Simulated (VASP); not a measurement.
# ZrB2 (P6/mmm) in VASP: notebook

Runs on ZrB2. Level: PBEsol. Tasks: single point, relaxation of cell and atoms.

All numbers are computed with VASP 6.6.1; they aren't measurements. Logs are shortened: lines on timing, memory, paths and dates and some standing lists are left out, and cuts for length are marked.

## 1. The cell of the first run

Symmetry: P6/mmm, No. 191, hexagonal system. Conventional cell: a = 3.155 Å, b = 3.155 Å, c = 3.506 Å, α = 90.00°, β = 90.00°, γ = 120.00°. Zr (site symmetry 6/mmm) has 12 B at 2.53 Å and 6 Zr at 3.16 Å within 3.3 Å. B (site symmetry -6m2) has 3 B at 1.82 Å within 2.4 Å.

## 2. Single point, PBEsol

File INCAR:

```
  PREC = Accurate
  ENCUT = 520
  EDIFF = 1E-6
  ISMEAR = -1
  SIGMA = 0.1
  LREAL = False
  LASPH = True
  NELM = 60
  ALGO = Normal
  ISIF = 2
  LWAVE = False
  LCHARG = False
  GGA = PS
  NBANDS = 16
```

File KPOINTS:

```
Automatic mesh
0
Gamma
  16 16 12
```

File POSCAR:

```
ZrB2
1.0
    3.1552029036      0.0000000000      0.0000000000
   -1.5776014518      2.7324858686      0.0000000000
    0.0000000000      0.0000000000      3.5063834979
Zr B
1 2
Direct
    0.0000000000      0.0000000000      0.0000000000
    0.3333333333      0.6666666667      0.5000000000
    0.6666666667      0.3333333333      0.5000000000
```

Potentials or basis: VASP PAW PBE potentials, release 64 (Zr_sv, B).

Started as:

```console
$ cat potpaw_PBE.64/Zr_sv/POTCAR potpaw_PBE.64/B/POTCAR > POTCAR
$ mpirun -np 1 vasp_std > vasp.out
```

OUTCAR:

```text
PREC = Accurate
   ENCUT = 520
   EDIFF = 1E-6
   ISMEAR = -1
   LREAL = False
   LASPH = True
   NELM = 60
   ISIF = 2
   GGA = PS

 ion  position               nearest neighbor table
   1  0.000  0.000  0.000-   2 2.53   3 2.53   2 2.53   3 2.53   2 2.53   2 2.53   3 2.53   3 2.53
                             3 2.53   3 2.53   2 2.53   2 2.53
   2  0.333  0.667  0.500-   3 1.82   3 1.82   3 1.82   1 2.53   1 2.53   1 2.53   1 2.53   1 2.53
                             1 2.53
   3  0.667  0.333  0.500-   2 1.82   2 1.82   2 1.82   1 2.53   1 2.53   1 2.53   1 2.53   1 2.53
                             1 2.53

  LATTYP: Found a hexagonal cell.
 ALAT       =     3.1552029036
 C/A-ratio  =     1.1113020636

  Lattice vectors:

 A1 = (   3.1552029036,   0.0000000000,   0.0000000000)
 A2 = (  -1.5776014518,   2.7324858686,   0.0000000000)
 A3 = (   0.0000000000,   0.0000000000,   3.5063834979)

Analysis of symmetry for initial positions (statically):
=====================================================================
 Subroutine PRICEL returns:
 Original cell was already a primitive cell.

 Routine SETGRP: Setting up the symmetry group for a
 hexagonal supercell.

 Subroutine GETGRP returns: Found 24 space group operations
 (whereof 24 operations were pure point group operations)
 out of a pool of 24 trial point group operations.

The static configuration has the point symmetry D_6h.

Analysis of symmetry for dynamics (positions and initial velocities):
=====================================================================
 Subroutine PRICEL returns:
 Original cell was already a primitive cell.

 Routine SETGRP: Setting up the symmetry group for a
 hexagonal supercell.

 Subroutine GETGRP returns: Found 24 space group operations
 (whereof 24 operations were pure point group operations)
 out of a pool of 24 trial point group operations.

The dynamic configuration has the point symmetry D_6h.

 Subroutine INISYM returns: Found 24 space group operations
 (whereof 24 operations are pure point group operations),
 and found     1 'primitive' translations

----------------------------------------------------------------------------------------
[... 85 lines left out ...]
 SYSTEM =  unknown system
   PREC   = accura    normal or accurate (medium, high low for compatibility)
   ISTART =      0    job   : 0-new  1-cont  2-samecut
   ICHARG =      2    charge: 1-file 2-atom 10-const
   ISPIN  =      1    spin polarized calculation?
   LNONCOLLINEAR =      F non collinear calculations
   LSORBIT =      F    spin-orbit coupling
   LASPH  =      T    aspherical Exc in radial PAW
   ENCUT  =  520.0 eV  38.22 Ry    6.18 a.u.   5.87  5.87  6.52*2*pi/ulx,y,z
   NELM   =     60;   NELMIN=  2; NELMDL= -5     # of ELM steps
   EDIFF  = 0.1E-05   stopping-criterion for ELM
   LREAL  =      F    real-space projection
   EDIFFG = 0.1E-04   stopping-criterion for IOM
   NSW    =      0    number of steps for IOM
   IBRION =     -1    ionic relax: 0-MD 1-quasi-New 2-CG
   NFREE  =      0    steps in history (QN), initial steepest desc. (CG)
   ISIF   =      2    stress and relaxation
   ISYM   =      2    0-nonsym 1-usesym 2-fastsym
   POTIM  = 0.5000    time-step for ionic-motion
   TEBEG  =    0.0;   TEEND  =   0.0 temperature during run
   PSTRESS=    0.0 pullay stress
   NELECT =      18.0000    total number of electrons
   NUPDOWN=      -1.0000    fix difference up-down
   EMIN   =  10.00;   EMAX   =-10.00  energy-range for DOS
   EFERMI =   0.00;   METHOD = LEGACY
   ISMEAR =    -1;   SIGMA  =   0.10  broadening in eV -4-tet -1-fermi 0-gaus
   EFERMI_NEDOS =   21; number of points for ismear=-14 and -15
   IALGO  =     38    algorithm
   IMIX   =      4    mixing-type and parameters
     AMIX     =   0.40;   BMIX     =  1.00
     AMIX_MAG =   1.60;   BMIX_MAG =  1.00
  volume/ion in A,a.u.               =      10.08        68.00
  Fermi-wavevector in a.u.,A,eV,Ry     =   1.377265  2.602653 25.808325  1.896858
  Thomas-Fermi vector in A             =   2.502434
   LORBIT       =      0    0 simple, 1 ext, 2 COOP (PROOUT), +10 PAW based schemes
   GGA     = PS    functional components
   LHFCALC =     F    Hartree Fock is set to
   AEXX    =    0.0000 exact exchange contribution
   IVDW    =     0    specifies the selected vdW correction
   LEPSILON=     F    determine dielectric tensor
   LRPA    =     F    only Hartree local field effects (RPA)
 non-spin polarized calculation
  energy-cutoff  :      520.00
  volume of cell :       30.23
 maximum number of plane-waves:       832
 NGX is ok and might be reduce to    24
   NGX = 11   NGY = 11   NGZ = 13

 number of electron      18.0000000 magnetization

 Free energy of the ion-electron system (eV)
  ---------------------------------------------------
  ext. energy  EPLUGINS =         0.00000000
  ---------------------------------------------------
  free energy    TOTEN  =       -26.40697676 eV

  energy without entropy =      -26.39858840  energy(sigma->0) =      -26.40278258

 E-fermi :  10.6140     XC(G=0): -12.6177

 val. band max:       10.5811391228   @ k =   0.0625   0.0625   0.5000
 cond. band min:      10.6198290960   @ k =   0.1875   0.1875   0.0833
 fundamental gap:      0.0386899732
 Fermi energy:        10.6140142376

 k-point     1 :       0.0000    0.0000    0.0000
  band No.  band energies     occupation
      1     -37.8285      2.00000
      2     -16.0644      2.00000
      3     -15.4787      2.00000
      4     -15.4787      2.00000
      5      -2.1571      2.00000
      6       7.9395      2.00000
[... 433 lines left out ...]
      3     -15.8991      2.00000
      4     -15.8063      2.00000
      5       0.3916      2.00000
      6       4.1860      2.00000
[... 8 lines left out ...]
     15      18.2679      0.00000
     16      20.4049      0.00000

 [... further k-points ...]
[... 5 lines left out ...]
  --------------------------------------------------------------------------------------
  -------------------------------------------------------------------------------------
  Total        0.0594661      0.0594661      0.0586311      0.0000000      0.0000000      0.0000000
  in kB        3.1516321      3.1516321      3.1073783      0.0000000      0.0000000      0.0000000
  external PRESSURE =       3.1368809 kB  Pullay stress =       0.0000000 kB

 VOLUME and BASIS-vectors are now :
 -----------------------------------------------------------------------------
  energy-cutoff  :      520.00
  volume of cell :       30.23
      direct lattice vectors                 reciprocal lattice vectors
     3.155202904  0.000000000  0.000000000     0.316936828  0.182983563  0.000000000
    -1.577601452  2.732485869  0.000000000     0.000000000  0.365967126  0.000000000
     0.000000000  0.000000000  3.506383498     0.000000000  0.000000000  0.285194133

 POSITION                                       TOTAL-FORCE (eV/Angst)
 -----------------------------------------------------------------------------------
      0.00000      0.00000      0.00000        -0.000000      0.000000      0.000000
     -0.00000      1.82166      1.75319         0.000000     -0.000000      0.000000
      1.57760      0.91083      1.75319        -0.000000      0.000000      0.000000
 -----------------------------------------------------------------------------------
    total drift:                               -0.000000      0.000000     -0.000000

  FREE ENERGIE OF THE ION-ELECTRON SYSTEM (eV)
  ---------------------------------------------------
  free  energy   TOTEN  =       -26.4069767637 eV

  energy  without entropy=      -26.3985884049  energy(sigma->0) =      -26.40278258
```

stdout:

```text
POSCAR found type information on POSCAR ZrB
 POSCAR found :  2 types and       3 ions
 scaLAPACK will be used
 -----------------------------------------------------------------------------
|                                                                             |
|                                                                             |
|     You enforced a specific xc type in the INCAR file but a different       |
|     I HOPE YOU KNOW WHAT YOU ARE DOING!                                     |
|                                                                             |
 -----------------------------------------------------------------------------

 LDA part: xc-table for (Slater+PW92), standard interpolation
 POSCAR, INCAR and KPOINTS ok, starting setup
 FFT: planning ... GRIDC
 FFT: planning ... GRID_SOFT
 FFT: planning ... GRID
 WAVECAR not read
 entering main loop
```

It took 1.9 min on 1 thread of Intel Xeon 8259CL, shared host; peak memory 0.22 GiB.

What came out:

```
Free energy            : -26.4070 eV
Pressure               : 0.3 GPa
Band gap on the k mesh : zero (bands 9 and 10 overlap by 1.16 eV)
```

Levels at points of the mesh, in eV from the Fermi level:
```
           k point  band 7  band 8  band 9  band 10  band 11  band 12
(0.00, 0.00, 0.00)   -2.67   -2.65   -2.29     3.47     3.47     4.31
(0.50, 0.00, 0.00)   -3.94   -3.06   -2.76     2.30     2.35     5.04
(0.00, 0.00, 0.50)   -0.96   -0.96    0.29     0.29     0.78     0.78
(0.50, 0.00, 0.50)   -4.68   -4.20   -1.95     3.86     4.17     5.43
```

Caveat: the PAW data sets were made with another functional, which shifts forces and pressure a little.

## 3. Single point, PBEsol

This run uses another cell than the first one, of 10.04 Å³/atom.

File INCAR:

```
ALGO = Normal ; EDIFF = 1E-6
ENCUT = 520 ; GGA = PS
ISIF = 2 ; ISMEAR = -1
LASPH = T ; LCHARG = F
LREAL = F ; LWAVE = F
NBANDS = 16 ; NELM = 100
PREC = Accurate ; SIGMA = 0.1
```

File KPOINTS:

```
k-points
0
Gamma
  16 16 12
```

File POSCAR:

```
ZrB2
1.0
    3.1512955748      0.0000000000      0.0000000000
   -1.5756477874      2.7291020226      0.0000000000
    0.0000000000      0.0000000000      3.5010469422
Zr B
1 2
Direct
    0.0000000000      0.0000000000      0.0000000000
    0.3333333333      0.6666666667      0.5000000000
    0.6666666667      0.3333333333      0.5000000000
```

Potentials or basis: VASP PAW PBE potentials, release 64 (Zr_sv, B).

Started as:

```console
$ cat potpaw_PBE.64/Zr_sv/POTCAR potpaw_PBE.64/B/POTCAR > POTCAR
$ mpirun -np 1 vasp_std > vasp.out
```

It took 2.2 min on 1 thread of Intel Xeon 8259CL, shared host; peak memory 0.22 GiB.

It converged, with:

```yaml
Free_energy: -26.4063 eV
Pressure: 1.3 GPa
Band_gap_on_the_k_mesh: zero (bands 9 and 10 overlap by 1.16 eV)
```

Levels at points of the mesh, in eV from the Fermi level:
| k point | band 5 | band 6 | band 7 | band 8 | band 9 | band 10 | band 11 | band 12 | band 13 | band 14 |
| --- | --- | --- | --- | --- | --- | --- | --- | --- | --- | --- |
| (0.00, 0.00, 0.00) | -12.79 | -2.68 | -2.68 | -2.66 | -2.28 | 3.49 | 3.49 | 4.33 | 4.33 | 5.01 |
| (0.50, 0.00, 0.00) | -9.04 | -8.46 | -3.95 | -3.07 | -2.77 | 2.30 | 2.36 | 5.06 | 5.17 | 6.65 |
| (0.00, 0.00, 0.50) | -10.63 | -7.02 | -0.96 | -0.96 | 0.29 | 0.29 | 0.79 | 0.79 | 1.93 | 5.08 |
| (0.50, 0.00, 0.50) | -9.99 | -6.97 | -4.70 | -4.21 | -1.94 | 3.88 | 4.19 | 5.46 | 6.51 | 6.70 |

Caveat: the PAW data sets were made with another functional, which shifts forces and pressure a little.

## 4. Relaxation of cell and atoms, PBEsol, target pressure 1 GPa, at which the enthalpy is minimised

File INCAR:

```
PREC = Accurate
ENCUT = 600
EDIFF = 1E-6
ISMEAR = -1
SIGMA = 0.1
LREAL = False
LASPH = True
NELM = 60
ALGO = Normal
ISIF = 3
LWAVE = False
LCHARG = False
GGA = PS
IBRION = 2
NSW = 100
EDIFFG = -0.002
PSTRESS = 10.0
```

File KPOINTS:

```
Automatic mesh
0
Gamma
  16 16 12
```

File POSCAR:

```
ZrB2
1.0
    3.1552029036      0.0000000000      0.0000000000
   -1.5776014518      2.7324858686      0.0000000000
    0.0000000000      0.0000000000      3.5063834979
Zr B
1 2
Direct
    0.0000000000      0.0000000000      0.0000000000
    0.3333333333      0.6666666667      0.5000000000
    0.6666666667      0.3333333333      0.5000000000
```

Started as:

```console
$ cat potpaw_PBE.64/Zr_sv/POTCAR potpaw_PBE.64/B/POTCAR > POTCAR
$ mpirun -np 1 vasp_std > vasp.out
```

It took 12 min on 1 thread of Intel Xeon 8259CL, shared host; peak memory 0.25 GiB.

The run converged. Its results:

```
Free energy                                                : -26.4086 eV
Relaxed volume                                             : 10.05 Å³/atom
Relaxed cell                                               : a = 3.153 Å, b = 3.153 Å, c = 3.503 Å, α = 90.00°, β = 90.00°, γ = 120.00°
Space group after relaxing (to 0.1 Å)                      : P6/mmm (No. 191)
Energy change on relaxing (the run minimises the enthalpy) : +0.1 meV/atom
Ionic steps                                                : 11
Pressure after relaxing                                    : 1.0 GPa
Band gap on the k mesh                                     : zero (bands 9 and 10 overlap by 1.16 eV)
```

The path:
```
step  energy change (eV)  largest force (eV/Å)  pressure (GPa)  volume (Å³)
   1              0.0000                0.0000            0.33        30.23
   2              0.0013                0.0000            1.87        30.05
   3              0.0003                0.0000            1.02        30.15
   4              0.0003                0.0000            1.02        30.15
   5              0.0001                0.0000            0.65        30.19
   6              0.0003                0.0000            0.97        30.15
   7              0.0003                0.0000            0.97        30.15
   8              0.0003                0.0000            0.98        30.15
   9              0.0003                0.0000            0.98        30.15
  10              0.0003                0.0000            0.98        30.15
  11              0.0003                0.0000            0.98        30.15
```

Final structure:
```
CELL_PARAMETERS angstrom
3.15261 0.00000 0.00000
-1.57631 2.73024 0.00000
0.00000 0.00000 3.50280
ATOMIC_POSITIONS crystal
Zr 0.00000 0.00000 0.00000
B 0.33333 0.66667 0.50000
B 0.66667 0.33333 0.50000
```

Levels at points of the mesh, in eV from the Fermi level:
```tsv
k point	band 6	band 7	band 8	band 9	band 10	band 11	band 12	band 13
(0.00, 0.00, 0.00)	-2.68	-2.68	-2.66	-2.29	3.48	3.48	4.32	4.32
(0.50, 0.00, 0.00)	-8.46	-3.95	-3.06	-2.77	2.30	2.35	5.05	5.16
(0.00, 0.00, 0.50)	-7.02	-0.96	-0.96	0.29	0.29	0.78	0.78	1.92
(0.50, 0.00, 0.50)	-6.97	-4.69	-4.21	-1.94	3.87	4.18	5.45	6.50
```

Caveat: the cell is relaxed towards a set pressure, so the run minimises the enthalpy, not the energy; the PAW data sets were made with another functional, which shifts forces and pressure a little.

## 5. Summary

```tsv
task	cell	cutoff (eV)	gap on the mesh (eV)	pressure (GPa)
single point	a = 3.155, b = 3.155, c = 3.506 Å, angles 90.0, 90.0, 120.0°, 3 atoms	520	none	0.3
single point	a = 3.151, b = 3.151, c = 3.501 Å, angles 90.0, 90.0, 120.0°, 3 atoms	520	none	1.3
relaxation of cell and atoms	relaxed to 1 GPa from a = 3.155, b = 3.155, c = 3.506 Å, angles 90.0, 90.0, 120.0°, 3 atoms	600	none	1.0
```

Alike in all rows: level PBEsol; potentials or basis VASP PAW PBE potentials, release 64 (Zr_sv, B); no spin polarisation; k mesh 16 × 16 × 12; smearing fermi-dirac 0.1 eV.

Caveats: the PAW data sets were made with another functional, which shifts forces and pressure a little; the cell is relaxed towards a set pressure, so the run minimises the enthalpy, not the energy (at least some runs).

Total energies depend on the potentials used, so only differences within one code and one set of settings carry meaning.

The gap in the log of VASP goes by the Fermi energy; the results here count the filled bands.